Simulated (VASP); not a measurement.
Runs of VASP 6.6.1 on PbF2. The structure is that of space group Fm-3m (No. 225), or close to it. The cells are those of the table. 

```csv
task,cell,cutoff (eV),smearing,gap on the mesh (eV),pressure (GPa)
relaxation of cell and atoms,"relaxed from a = 4.216 Å, angles 60.0°, 3 atoms",600,gaussian 0.01 eV,4.42,0.0
single point,"a = 4.216 Å, angles 60.0°, 3 atoms",520,gaussian 0.01 eV,4.42,-0.2
single point,"a = 4.216 Å, angles 60.0°, 3 atoms",520,gaussian 0.02 eV,4.42,-0.2
single point,"a = 4.244 Å, angles 60.0°, 3 atoms",520,gaussian 0.01 eV,4.42,(a)
single point,"a = 4.131 Å, angles 60.0°, 3 atoms",520,gaussian 0.01 eV,4.40,4.8
```

Alike in all rows: level PBE+D3(BJ); potentials or basis VASP PAW PBE potentials, release 64 (Pb_d, F); no spin polarisation; k mesh 8 × 8 × 8.

Estimate the missing entries.

(a) -1.5.

Caveats: spin-orbit coupling is left out, which moves the levels of the heavy elements.

A k mesh can miss the band edges, and the runs leave out spin-orbit coupling on Pb.
